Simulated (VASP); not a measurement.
Runs of VASP 6.6.1 on B. The structure is that of space group Fm-3m (No. 225), or close to it. The cells are those of the table. 

| task | cell | cutoff (eV) | gap on the mesh (eV) | pressure (GPa) |
| --- | --- | --- | --- | --- |
| single point | a = 1.815 Å, angles 60.0°, 1 atom | 500 | none | (a) |
| single point | a = 1.818 Å, angles 60.0°, 1 atom | 520 | none | 159.9 |
| relaxation of cell and atoms | relaxed to 160 GPa from a = 1.815 Å, angles 60.0°, 1 atom | 600 | none | 160.0 |
| relaxation of cell and atoms | relaxed to 160 GPa from a = 1.818 Å, angles 60.0°, 1 atom | 600 | none | 159.8 |

Alike in all rows: level PBE; potentials or basis VASP PAW PBE potentials, release 64 (B); no spin polarisation; k mesh 25 × 25 × 25; smearing fermi-dirac 0.08 eV.

Question: Fill in the values left out.

Answer: (a) 164.4.

Caveats: the cell is relaxed towards a set pressure, so the enthalpy falls and the energy may rise (some runs); the relaxation stopped at its first step, so nothing moved (some runs).

A gap of «none» marks levels without a gap at the run's occupations.
